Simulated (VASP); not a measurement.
Ta16C, 17 atoms in the cell. The cell holds a slab with vacuum, 17 atoms: a = 6.638 Å, b = 6.638 Å, c = 20.300 Å, α = 90.00°, β = 90.00°, γ = 90.00°. 

* Program: VASP 6.6.1
* Task: single point
* Functional: PBE
* Potentials or basis: VASP PAW PBE potentials, release 64 (Ta_pv, C)
* Cutoff: 520 eV
* k mesh: 4 × 4 × 1
* Occupations: gaussian, width 0.1 eV
* Spin: no spin polarisation
* Dipole correction: yes
* Further INCAR settings: LREAL = Auto; ALGO = Normal; EDIFF = 1e-06; NBANDS = 104

Potentials or basis: VASP PAW PBE potentials, release 64 (Ta_pv, C).

Run with:

```sh
$ cat potpaw_PBE.64/Ta_pv/POTCAR potpaw_PBE.64/C/POTCAR > POTCAR
$ mpirun -np 1 vasp_std > vasp.out
```

Hardware: 1 thread of Oxide Virtual Turin-like Processor (shared host).

Task: How long does it take, and how much memory?

Result: Wall time 60 min on 1 thread of Oxide Virtual Turin-like Processor (shared host), peak memory 0.96 GiB. Counts: scf iterations 34, k points 7.
